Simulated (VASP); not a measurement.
Crystal: Al2Pt.

```
Al Pt
1.0
     5.84881    0.00000    0.00000
     0.00000    6.19852    0.00000
     0.00000    0.00000    2.77159
Al Pt
4 2
Cartesian
  3.8440 2.0697 1.3858
  2.0048 4.1288 1.3858
  0.9196 1.0296 1.3858
  4.9292 5.1690 1.3858
  0.0000 3.0993 0.0000
  2.9244 0.0000 0.0000
```

The cell was built from a structure type or drawn by symmetry, and may not be a known phase.

* Program: VASP 6.6.1
* Task: relaxation of cell and atoms
* Functional: PBE
* Potentials or basis: VASP PAW PBE potentials, release 64 (Al, Pt)
* Cutoff: 600 eV
* k mesh: 4 × 4 × 6
* Occupations: gaussian, width 0.1 eV
* Spin: no spin polarisation

At the start: pressure -0.1 GPa; volume 16.75 Å³/atom.

Problem. Where does the relaxation end?

Solution. Over 8 steps the energy falls by 7.4 meV/atom and the volume is 16.77 Å³/atom (+0.1 %); space group Pbam (No. 55, to 0.1 Å) before, P4/mbm (No. 127, to 0.1 Å).

The path:
```csv
step,energy change (eV),largest force (eV/Å),pressure (GPa),volume (Å³)
1,0.0000,0.0809,-0.10,100.48
2,-0.0175,0.1108,0.09,100.32
3,-0.0304,0.1645,0.44,100.04
4,-0.0398,0.1205,-0.39,100.79
5,-0.0401,0.1121,-0.54,100.94
6,-0.0431,0.0404,0.54,100.14
7,-0.0434,0.0544,0.30,100.32
8,-0.0445,0.0147,-0.14,100.61
```

Final structure:
```xyz
6
Lattice="6.0297 0.0000 0.0000 0.0000 6.0385 0.0000 0.0000 0.0000 2.7632" Properties=species:S:1:pos:R:3 pbc="T T T"
Al    3.9975    2.0365    1.3816
Al    2.0321    4.0020    1.3816
Al    0.9827    0.9828    1.3816
Al    5.0470    5.0557    1.3816
Pt    0.0000    3.0192    0.0000
Pt    3.0148    6.0385    0.0000
```

Caveat: the k points lie up to 0.38 Å⁻¹ apart in the final cell, too coarse for converged energies and pressures of a metal.
